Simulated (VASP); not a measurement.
# Ir (Fd-3m) in VASP: relaxation of cell and atoms with PBE

Aim: the relaxation of cell and atoms of Ir with PBE.

All numbers are computed with VASP 6.6.1; they aren't measurements. Logs are shortened: lines on timing, memory, paths and dates and some standing lists are left out, and cuts for length are marked.

## Step 1: The cell of the first run

Symmetry: Fd-3m, No. 227, cubic system. The conventional cell has a = 5.571 Å, b = 5.571 Å, c = 5.571 Å, α = 90.00°, β = 90.00°, γ = 90.00°. Within 3.2 Å of Ir (site symmetry -43m) lie 4 Ir at 2.41 Å.

This isn't the form of Ir at room conditions, which is fcc.

## Step 2: Relaxation of cell and atoms, PBE

The input, INCAR:

```
PREC = Accurate
ENCUT = 600
EDIFF = 1E-6
ISMEAR = 0
SIGMA = 0.1
LREAL = False
LASPH = True
NELM = 60
ALGO = Fast
ISIF = 3
LWAVE = False
LCHARG = False
GGA = PE
IBRION = 2
NSW = 100
EDIFFG = -0.01
```

The input, KPOINTS:

```
regular mesh
0
Gamma
  18 18 18
```

The input, POSCAR:

```
Ir
1.0
    0.0000000000      2.7857345433      2.7857345433
    2.7857345433      0.0000000000      2.7857345433
    2.7857345433      2.7857345433      0.0000000000
Ir
2
Direct
    0.0000000000      0.0000000000      0.0000000000
    0.2500000000      0.2500000000      0.2500000000
```

Potentials or basis: VASP PAW PBE potentials, release 64 (Ir).

On the command line:

```console
> cat potpaw_PBE.64/Ir/POTCAR > POTCAR
> mpirun -np 1 vasp_std > vasp.out
```

OUTCAR:

```text
PREC = Accurate
   ENCUT = 600
   EDIFF = 1E-6
   ISMEAR = 0
   LREAL = False
   LASPH = True
   NELM = 60
   ISIF = 3
   GGA = PE
   IBRION = 2
   NSW = 100
   EDIFFG = -0.01

 ion  position               nearest neighbor table
   1  0.000  0.000  0.000-   2 2.41   2 2.41   2 2.41   2 2.41
   2  0.250  0.250  0.250-   1 2.41   1 2.41   1 2.41   1 2.41

  LATTYP: Found a face centered cubic cell.
 ALAT       =     5.5714690866

  Lattice vectors:

 A1 = (   0.0000000000,   2.7857345433,   2.7857345433)
 A2 = (   2.7857345433,   0.0000000000,   2.7857345433)
 A3 = (   2.7857345433,   2.7857345433,   0.0000000000)

Analysis of symmetry for initial positions (statically):
=====================================================================
 Subroutine PRICEL returns:
 Original cell was already a primitive cell.

 Routine SETGRP: Setting up the symmetry group for a
 face centered cubic supercell.

 Subroutine GETGRP returns: Found 48 space group operations
 (whereof 24 operations were pure point group operations)
 out of a pool of 48 trial point group operations.

The static configuration has the point symmetry T_d .
 The point group associated with its full space group is O_h .

Analysis of symmetry for dynamics (positions and initial velocities):
=====================================================================
 Subroutine PRICEL returns:
 Original cell was already a primitive cell.

 Routine SETGRP: Setting up the symmetry group for a
 face centered cubic supercell.

 Subroutine GETGRP returns: Found 48 space group operations
 (whereof 24 operations were pure point group operations)
 out of a pool of 48 trial point group operations.

The dynamic configuration has the point symmetry T_d .
 The point group associated with its full space group is O_h .

 Subroutine INISYM returns: Found 48 space group operations
 (whereof 24 operations are pure point group operations),
 and found     1 'primitive' translations

----------------------------------------------------------------------------------------

                                     Primitive cell

  volume of cell :      43.2364

  direct lattice vectors                    reciprocal lattice vectors
     0.000000000  2.785734543  2.785734543    -0.179485874  0.179485874  0.179485874
     2.785734543  0.000000000  2.785734543     0.179485874 -0.179485874  0.179485874
     2.785734543  2.785734543  0.000000000     0.179485874  0.179485874 -0.179485874

  length of vectors
     3.939623572  3.939623572  3.939623572     0.310878653  0.310878653  0.310878653

  position of ions in fractional coordinates (direct lattice)
     0.000000000  0.000000000  0.000000000
     0.250000000  0.250000000  0.250000000

  ion indices of the primitive-cell ions
   primitive index   ion index
                 1           1
                 2           2

----------------------------------------------------------------------------------------

 KPOINTS: regular mesh

Automatic generation of k-mesh.
 Grid dimensions read from file:
 generate k-points for:   18   18   18

 Generating k-lattice:

  Cartesian coordinates                     Fractional coordinates (reciprocal lattice)
    -0.009971437  0.009971437  0.009971437     0.055555556  0.000000000  0.000000000
     0.009971437 -0.009971437  0.009971437     0.000000000  0.055555556  0.000000000
     0.009971437  0.009971437 -0.009971437     0.000000000  0.000000000  0.055555556

  Length of vectors
     0.017271036  0.017271036  0.017271036

  Shift w.r.t. Gamma in fractional coordinates (k-lattice)
     0.000000000  0.000000000  0.000000000

 Subroutine IBZKPT returns following result:
 ===========================================

 Found    195 irreducible k-points:

 Following reciprocal coordinates:
            Coordinates               Weight
  0.000000  0.000000  0.000000      1.000000
  0.055556  0.000000  0.000000      8.000000
  0.111111  0.000000  0.000000      8.000000
  0.166667  0.000000  0.000000      8.000000
  0.222222  0.000000  0.000000      8.000000
  0.277778  0.000000  0.000000      8.000000
[... 16 lines left out ...]
 -0.277778  0.055556  0.000000     24.000000
 -0.222222  0.055556  0.000000     24.000000
 [... further k-points ...]
   k-points           NKPTS =    195   k-points in BZ     NKDIM =    195   number of bands    NBANDS=     13
   number of dos      NEDOS =    301   number of ions     NIONS =      2
   total plane-waves  NPLWV =  32768
   dimension x,y,z NGX =    32 NGY =   32 NGZ =   32
   dimension x,y,z NGXF=    64 NGYF=   64 NGZF=   64
   ions per type =               2
   NGX,Y,Z   is equivalent  to a cutoff of  13.50, 13.50, 13.50 a.u.
   NGXF,Y,Z  is equivalent  to a cutoff of  27.01, 27.01, 27.01 a.u.
 SYSTEM =  unknown system
   PREC   = accura    normal or accurate (medium, high low for compatibility)
   ISTART =      0    job   : 0-new  1-cont  2-samecut
   ICHARG =      2    charge: 1-file 2-atom 10-const
   ISPIN  =      1    spin polarized calculation?
   LNONCOLLINEAR =      F non collinear calculations
   LSORBIT =      F    spin-orbit coupling
   LASPH  =      T    aspherical Exc in radial PAW
   ENCUT  =  600.0 eV  44.10 Ry    6.64 a.u.   7.87  7.87  7.87*2*pi/ulx,y,z
   NELM   =     60;   NELMIN=  2; NELMDL= -5     # of ELM steps
   EDIFF  = 0.1E-05   stopping-criterion for ELM
   LREAL  =      F    real-space projection
   EDIFFG = -.1E-01   stopping-criterion for IOM
   NSW    =    100    number of steps for IOM
   IBRION =      2    ionic relax: 0-MD 1-quasi-New 2-CG
   NFREE  =      1    steps in history (QN), initial steepest desc. (CG)
   ISIF   =      3    stress and relaxation
   ISYM   =      2    0-nonsym 1-usesym 2-fastsym
   POTIM  = 0.5000    time-step for ionic-motion
   TEBEG  =    0.0;   TEEND  =   0.0 temperature during run
   PSTRESS=    0.0 pullay stress
   NELECT =      18.0000    total number of electrons
   NUPDOWN=      -1.0000    fix difference up-down
   EMIN   =  10.00;   EMAX   =-10.00  energy-range for DOS
   EFERMI =   0.00;   METHOD = LEGACY
   ISMEAR =     0;   SIGMA  =   0.10  broadening in eV -4-tet -1-fermi 0-gaus
   EFERMI_NEDOS =   21; number of points for ismear=-14 and -15
   IALGO  =     68    algorithm
   IMIX   =      4    mixing-type and parameters
     AMIX     =   0.40;   BMIX     =  1.00
     AMIX_MAG =   1.60;   BMIX_MAG =  1.00
  volume/ion in A,a.u.               =      21.62       145.89
  Fermi-wavevector in a.u.,A,eV,Ry     =   1.222407  2.310015 20.330909  1.494280
  Thomas-Fermi vector in A             =   2.357555
   LORBIT       =      0    0 simple, 1 ext, 2 COOP (PROOUT), +10 PAW based schemes
   GGA     = PE    functional components
   LHFCALC =     F    Hartree Fock is set to
   AEXX    =    0.0000 exact exchange contribution
   IVDW    =     0    specifies the selected vdW correction
   LEPSILON=     F    determine dielectric tensor
   LRPA    =     F    only Hartree local field effects (RPA)
 conjugate gradient relaxation of ions
 non-spin polarized calculation
 RMM-DIIS sequential band-by-band and
 Gauss-broadening in eV      SIGMA  =   0.10
  energy-cutoff  :      600.00
  volume of cell :       43.24
 maximum number of plane-waves:      1460
   NGX = 15   NGY = 15   NGZ = 15

--------------------------------------- Ionic step        1  -------------------------------------------

 number of electron      18.0000001 magnetization

 Free energy of the ion-electron system (eV)
  ---------------------------------------------------
  ext. energy  EPLUGINS =         0.00000000
  ---------------------------------------------------
  free energy    TOTEN  =       -15.70929940 eV

  energy without entropy =      -15.69764637  energy(sigma->0) =      -15.70347289

------------------------ aborting loop because EDIFF is reached ----------------------------------------

  FORCE on cell =-STRESS in cart. coord.  units (eV):
  Direction    XX          YY          ZZ          XY          YZ          ZX
  --------------------------------------------------------------------------------------
  -------------------------------------------------------------------------------------
  Total       -0.1662593     -0.1662593     -0.1662593      0.0000000      0.0000000      0.0000000
  in kB       -6.1609453     -6.1609453     -6.1609453      0.0000000      0.0000000      0.0000000
  external PRESSURE =      -6.1609453 kB  Pullay stress =       0.0000000 kB
[... 57 lines left out ...]
  energy  without entropy=      -15.6966383290  energy(sigma->0) =      -15.70231473

--------------------------------------- Ionic step        3  -------------------------------------------

 number of electron      18.0000000 magnetization

 Free energy of the ion-electron system (eV)
  ---------------------------------------------------
  ext. energy  EPLUGINS =         0.00000000
  ---------------------------------------------------
  free energy    TOTEN  =       -15.70965641 eV

  energy without entropy =      -15.69810124  energy(sigma->0) =      -15.70387882

 E-fermi :   5.2079     XC(G=0): -11.1716

 val. band max:        5.2066610193   @ k =  -0.4444   0.3889   0.1667
 cond. band min:       5.2101551627   @ k =   0.4444   0.2222   0.0000
 fundamental gap:      0.0034941434
 Fermi energy:         5.2079454398

 k-point     1 :       0.0000    0.0000    0.0000
  band No.  band energies     occupation
      1      -2.7743      2.00000
      2       0.1628      2.00000
      3       0.1628      2.00000
      4       0.5503      2.00000
      5       0.5503      2.00000
      6       0.5503      2.00000
      7       3.4611      2.00000
      8       3.4611      2.00000
      9       3.4611      2.00000
     10       5.9822      0.00000
     11       5.9822      0.00000
     12      16.0640      0.00000
     13      16.1487      0.00000
[... 353 lines left out ...]
 k-point    24 :      -0.2222    0.0556    0.0000
  band No.  band energies     occupation
      1      -1.8181      2.00000
      2      -0.1840      2.00000
      3       0.0769      2.00000
      4       0.4449      2.00000
      5       0.8557      2.00000
      6       1.1537      2.00000
      7       2.8581      2.00000
      8       3.3170      2.00000
      9       3.7333      2.00000
     10       5.6795      0.00000
     11       6.0457      0.00000
     12      11.2512      0.00000
     13      14.3780      0.00000

 [... further k-points ...]
[... 5 lines left out ...]
  --------------------------------------------------------------------------------------
  -------------------------------------------------------------------------------------
  Total       -0.0017367     -0.0017367     -0.0017367     -0.0000000      0.0000000      0.0000000
  in kB       -0.0645982     -0.0645982     -0.0645982     -0.0000000      0.0000000      0.0000000
  external PRESSURE =      -0.0645982 kB  Pullay stress =       0.0000000 kB
[... 17 lines left out ...]
  FREE ENERGIE OF THE ION-ELECTRON SYSTEM (eV)
  ---------------------------------------------------
  free  energy   TOTEN  =       -15.7096564091 eV

  energy  without entropy=      -15.6981012392  energy(sigma->0) =      -15.70387882

 reached required accuracy - stopping structural energy minimisation
```

Run time: 1.7 min. Hardware: 1 thread of Intel Xeon 6975P-C (Granite Rapids), shared host; peak memory 0.28 GiB.

Results:

```
Free energy                           : -15.7097 eV
Relaxed volume                        : 21.54 Å³/atom
Relaxed cell                          : a = 3.935 Å, b = 3.935 Å, c = 3.935 Å, α = 60.00°, β = 60.00°, γ = 60.00°
Space group after relaxing (to 0.1 Å) : Fd-3m (No. 227)
Energy gained by relaxing             : 0.2 meV/atom
Ionic steps                           : 3
Pressure after relaxing               : 0.0 GPa
Band gap on the k mesh                : zero (bands 9 and 10 overlap by 1.56 eV)
```

The path:
```csv
step,energy change (eV),largest force (eV/Å),pressure (GPa),volume (Å³)
1,0.0000,0.0000,-0.62,43.24
2,0.0013,0.0000,1.50,42.72
3,-0.0004,0.0000,-0.01,43.07
```

Final structure:
```xyz
2
Lattice="0.0000 2.7823 2.7823 2.7823 0.0000 2.7823 2.7823 2.7823 0.0000" Properties=species:S:1:pos:R:3 pbc="T T T"
Ir    0.0000    0.0000    0.0000
Ir    1.3911    1.3911    1.3911
```

Caveat: spin-orbit coupling is left out, which moves the levels of the heavy elements.
